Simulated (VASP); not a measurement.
Write the native input for VASP 6.6.1 that does the following.

* Task: single point
* Functional: LDA
* Potentials or basis: VASP PAW LDA potentials, release 64 (Ga_d, P)
* Cutoff: 500 eV
* k mesh: 14 × 14 × 14
* Occupations: fermi-dirac, width 0.1 eV
* Spin: no spin polarisation
* Dipole correction: no
* Further INCAR settings: ALGO = Normal; EDIFF = 1e-06; NBANDS = 16

The structure of GaP (rocksalt type) lies in POSCAR:

```
GaP
1.0
    0.0000000000      2.1763018671      2.1763018671
    2.1763018671      0.0000000000      2.1763018671
    2.1763018671      2.1763018671      0.0000000000
Ga P
1 1
Direct
    0.0000000000      0.0000000000      0.0000000000
    0.5000000000      0.5000000000      0.5000000000
```

These files were run (other wordings do the same):

INCAR

```
SYSTEM = GaP
ALGO = Normal ; EDIFF = 1E-6
ENCUT = 500 ; GGA = CA
GGA_COMPAT = .FALSE. ; ISIF = 2
ISMEAR = -1 ; LASPH = .TRUE.
LCHARG = .FALSE. ; LREAL = .FALSE.
LWAVE = .FALSE. ; NBANDS = 16
NELM = 120 ; PREC = Accurate
SIGMA = 0.1
```

KPOINTS

```
k-points
0
G
  14 14 14
  0 0 0
```

Potentials or basis: VASP PAW LDA potentials, release 64 (Ga_d, P).

Launch:

```sh
$ cat potpaw_LDA.64/Ga_d/POTCAR potpaw_LDA.64/P/POTCAR > POTCAR
$ mpirun -np 1 vasp_std > vasp.out
```

Results of the run:

```yaml
Pressure: 125.3 GPa
Band_gap_on_the_k_mesh: zero (bands 9 and 10 overlap by 3.37 eV)
```

Caveat: the cell stands under pressure.

Wall time 25 s on 1 thread of Intel(R) Xeon(R) Platinum 8259CL CPU @ 2.50GHz (Skylake/Cascade Lake), on a shared host, peak memory 0.15 GiB.
